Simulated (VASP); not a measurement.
Runs of VASP 6.6.1 on PbO. Symmetry: F-43m, No. 216, cubic system. The conventional cell has a = 5.598 Å, b = 5.598 Å, c = 5.598 Å, α = 90.00°, β = 90.00°, γ = 90.00°. Pb (site symmetry -43m) has 4 O at 2.42 Å within 3.2 Å. O (site symmetry -43m) has 4 Pb at 2.42 Å within 3.2 Å. 

```csv
level,k mesh,smearing,gap on the mesh (eV),pressure (GPa)
PBEsol,5 × 5 × 5,gaussian 0.01 eV,(b),-1.0
PBEsol,6 × 6 × 6,gaussian 0.01 eV,0.39,-0.9
PBEsol,6 × 6 × 6,methfessel-paxton 0.2 eV,0.39,-0.9
PBEsol,6 × 6 × 6,methfessel-paxton 0.5 eV,0.40,-1.0
PBEsol+D4,6 × 6 × 6,gaussian 0.01 eV,0.39,(a)
PBEsol,6 × 6 × 6,methfessel-paxton 0.001 eV,0.39,-0.9
PBEsol,3 × 3 × 3,gaussian 0.01 eV,1.75,-1.1
```

Alike in all rows: task single point; potentials or basis VASP PAW PBE potentials, release 64 (Pb_d, O); no spin polarisation; cell as given; cutoff (eV) 600.

Task: Estimate the missing entries.

Result: (a) 0.7; (b) 0.98.

Caveats: some runs use coarse meshes; the structure was generated, so it needn't be the stable form of PbO; the PAW data sets were made with another functional, which shifts forces and pressure a little; spin-orbit coupling is left out, which moves the levels of the heavy elements; an odd mesh through Γ misses points on the zone boundary, where band edges can lie (at least some runs); so wide a smearing shifts energies and pressures (at least some runs).

A k mesh can miss the band edges, and the runs leave out spin-orbit coupling on Pb.
